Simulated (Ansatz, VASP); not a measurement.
## Two plane-wave programs on Cs

```xyz
2
Lattice="2.8138 1.6246 9.1419 -2.8138 1.6246 9.1419 0.0000 -3.2491 9.1419" Properties=species:S:1:pos:R:3 pbc="T T T"
Cs    0.0000    0.0000    6.8563
Cs    0.0000    0.0000   20.5693
```

Alike in both runs: functional r2SCAN; k mesh 6 × 6 × 6; occupations gaussian, width 0.01 eV; no spin polarisation.

Ansatz relaxed the structure, and its values are those at the end. VASP's run is a single point on that final structure, the one shown.

```csv
,VASP,Ansatz
version,VASP 6.6.1,Ansatz 0.2.0
potentials or method,"VASP PAW PBE potentials, release 64 (Cs_sv), cutoff 520 eV","scalar-relativistic, plane waves, PAW"
valence electrons in the cell,18,18
```

```csv
,VASP,Ansatz,Ansatz less VASP
gap on the k mesh at the Fermi level (eV),none,none,-
pressure (GPa),0.0,0.0,0.00
```

VASP's potentials were made for PBE, not for r2SCAN. A gap of «none» marks a metal or a gap that the smearing closes.

Neither program's run includes spin-orbit coupling.
